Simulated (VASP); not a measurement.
Wanted: the native input for a VASP 6.6.1 run.

* Task: single point
* Functional: r2SCAN
* Potentials or basis: VASP PAW PBE potentials, release 64 (B, O)
* Cutoff: 520 eV
* k mesh: 15 × 15 × 15
* Occupations: fermi-dirac, width 0.1 eV
* Spin: no spin polarisation
* Dipole correction: no
* Further INCAR settings: ALGO = Normal; EDIFF = 1e-06; NBANDS = 12

The system is BO (rock salt type).

```
B O
1.0
     0.00000    1.95123    1.95123
     1.95123    0.00000    1.95123
     1.95123    1.95123    0.00000
B O
1 1
Direct
  0.00000 0.00000 0.00000
  0.50000 0.50000 0.50000
```

The input as run:

POSCAR

```
BO
1.0
    0.0000000000      1.9512302917      1.9512302917
    1.9512302917      0.0000000000      1.9512302917
    1.9512302917      1.9512302917      0.0000000000
B O
1 1
Direct
    0.0000000000      0.0000000000      0.0000000000
    0.5000000000      0.5000000000      0.5000000000
```

INCAR.step1

```
SYSTEM = BO
PREC = Accurate ; ENCUT = 520
ISMEAR = -1 ; SIGMA = 0.1
LREAL = .False. ; LASPH = .True.
NELM = 60 ; NBANDS = 12
GGA = PE ; ALGO = Normal
EDIFF = 1E-4 ; LWAVE = .True.
LCHARG = .False.
```

INCAR.step2

```
SYSTEM = BO
PREC = Accurate ; ENCUT = 520
EDIFF = 1E-6 ; ISMEAR = -1
SIGMA = 0.1 ; LREAL = .False.
LASPH = .True. ; NELM = 60
ALGO = Normal ; ISIF = 2
LWAVE = .False. ; LCHARG = .False.
METAGGA = R2SCAN ; LMIXTAU = .True.
NBANDS = 12 ; ISTART = 1
```

KPOINTS

```
regular mesh
0
Gamma
  15 15 15
  0 0 0
```

Potentials or basis: VASP PAW PBE potentials, release 64 (B, O).

Run with:

```bash
$ cat potpaw_PBE.64/B/POTCAR potpaw_PBE.64/O/POTCAR > POTCAR
$ cp INCAR.step1 INCAR
$ mpirun -np 1 vasp_std > vasp.out
$ cp INCAR.step2 INCAR
$ mpirun -np 1 vasp_std > vasp.out
```

Results of the run:

```yaml
Pressure: -3.8 GPa
```

Caveat: the PAW data sets were made with another functional, which shifts forces and pressure a little; an odd number of electrons without spin polarisation forces a metal; a magnetic or distorted state may lie lower.

It took 56 s on 1 thread of Intel(R) Xeon(R) Platinum 8259CL CPU @ 2.50GHz (Skylake/Cascade Lake), on a shared host, peak memory 0.15 GiB.
